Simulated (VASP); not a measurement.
A run of VASP 6.6.1 is set up as follows.

File INCAR:

```
PREC     = Accurate       # precision mode
ENCUT    = 520            # plane-wave cutoff, eV
EDIFF    = 1E-6           # SCF threshold, eV
ISMEAR   = 0              # smearing method
SIGMA    = 0.1            # smearing width, eV
LREAL    = F              # projectors in reciprocal space
LASPH    = T              # aspherical terms in the spheres
NELM     = 60             # most SCF steps
ALGO     = Normal         # electronic algorithm
ISIF     = 2              # what is computed and relaxed
LWAVE    = F              # write WAVECAR
LCHARG   = T              # write CHGCAR
LDIPOL   = T            
IDIPOL   = 3            
DIPOL    = 0.5 0.5 0.476
GGA      = PE             # functional
IVDW     = 12             # dispersion correction
LELF     = T              # ELF
LVHAR    = T            
LVACPOTAV= T            
NBANDS   = 69             # bands
```

Contents of KPOINTS:

```
Automatic mesh
0
Gamma
  6 6 1
```

POSCAR

```
Ir12S
1.0
    4.7036899471      0.0000000000      0.0000000000
   -2.3518449735      4.0735149857      0.0000000000
    0.0000000000      0.0000000000     25.6520221164
Ir S
12 1
Direct
    0.0000000000      0.3333333333      0.3313578930
    0.3333333333      0.0000000000      0.3313578930
    0.6666666667      0.6666666667      0.3313578930
    0.3333333333      0.3333333333      0.4177971100
    0.6666666667      0.0000000000      0.4177971100
    0.0000000000      0.6666666667      0.4177971100
    0.6666504568      0.3336274071      0.5033768177
    0.0000000000      0.0003723725      0.5033780979
    0.3333495432      0.6669769502      0.5033768177
    0.0000000000      0.3336871153      0.5900942189
    0.3336373816      0.0008023016      0.5900757903
    0.6663626184      0.6671649200      0.5900757903
    0.0000000000      0.6675531566      0.6561286080
```

Potentials or basis: VASP PAW PBE potentials, release 64 (Ir, S).

Run with:

```console
$ cat potpaw_PBE.64/Ir/POTCAR potpaw_PBE.64/S/POTCAR > POTCAR
$ mpirun -np 1 vasp_std > vasp.out
```

Predict the dispersion energy per atom.

-0.538 eV.

What does it give for the band gap on the k mesh?

Zero (bands 57 and 58 overlap by 0.28 eV).

Estimate the largest force.

1.092 eV/Å.

Forces in eV/Å, atoms in the order of the input:
```
Ir  -0.016  0.027  0.299
Ir  -0.015 -0.026  0.300
Ir   0.030  0.000  0.300
Ir  -0.003  0.005  0.046
Ir  -0.003  0.005  0.046
Ir  -0.003  0.005 -1.092
Ir  -0.001 -0.005  0.016
Ir  -0.001  0.002  0.017
Ir   0.005 -0.001  0.016
Ir   0.021 -0.037 -0.002
Ir   0.017  0.032  0.000
Ir  -0.036  0.001  0.000
S    0.004 -0.007  0.055
```

Caveat: spin-orbit coupling is left out, which moves the levels of the heavy elements.
